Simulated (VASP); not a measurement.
A run of VASP 6.6.1:

INCAR

```
PREC = Accurate
ENCUT = 520
EDIFF = 1E-6
ISMEAR = 1
SIGMA = 0.05
LREAL = F
LASPH = T
NELM = 100
ALGO = Normal
ISIF = 2
LWAVE = F
LCHARG = T
GGA = PE
IVDW = 13
LELF = T
LVHAR = T
NBANDS = 26
```

KPOINTS

```
regular mesh
0
Gamma
  6 6 4
```

The input POSCAR:

```
ZnS
1.0
    3.7961043832      0.0000000000      0.0000000000
   -1.8980521916      3.2875228312      0.0000000000
    0.0000000000      0.0000000000      6.2361317428
Zn S
2 2
Direct
    0.3333333333      0.6666666667      0.0055837494
    0.6666666667      0.3333333333      0.5055837494
    0.3333333333      0.6666666667      0.3794162506
    0.6666666667      0.3333333333      0.8794162506
```

Potentials or basis: VASP PAW PBE potentials, release 64 (Zn, S).

Launch:

```bash
$ cat potpaw_PBE.64/Zn/POTCAR potpaw_PBE.64/S/POTCAR > POTCAR
$ mpirun -np 1 vasp_std > vasp.out
```

Hardware: 1 thread of Intel Xeon 8259CL, on a shared host.

**Question.** How long does it take, and how much memory?

**Answer.** It took 60 s on 1 thread of Intel Xeon 8259CL, with other jobs on the host, peak memory 0.2 GiB. Counts: scf iterations 14, k points 21.
